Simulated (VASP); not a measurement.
A run of VASP 6.6.1 is set up as follows.

The input INCAR:

```
ALGO = Normal ; EDIFF = 1E-6
ENCUT = 520 ; GGA = CA
ISIF = 2 ; ISMEAR = 0
LASPH = True ; LCHARG = False
LREAL = False ; LWAVE = False
NBANDS = 11 ; NELM = 80
PREC = Accurate ; SIGMA = 0.01
```

The input KPOINTS:

```
k-points
0
Gamma
  10 10 10
```

POSCAR

```
MgO
1.0
    2.0438260727      2.0438260727      0.0000000000
   -2.0438260727      2.0438260727      0.0000000000
    0.0000000000      2.0438260727      2.0438260727
Mg O
1 1
Direct
    0.0000000000      0.0000000000      0.0000000000
    0.5000000000      0.5000000000      0.0000000000
```

Potentials or basis: VASP PAW LDA potentials, release 64 (Mg, O).

Launch:

```sh
$ cat potpaw_LDA.64/Mg/POTCAR potpaw_LDA.64/O/POTCAR > POTCAR
$ mpirun -np 1 vasp_std > vasp.out
```

Problem. Predict the pressure.

Solution. 8.3 GPa.

Problem. Predict the band gap on the k mesh.

Solution. 5.59 eV, direct.
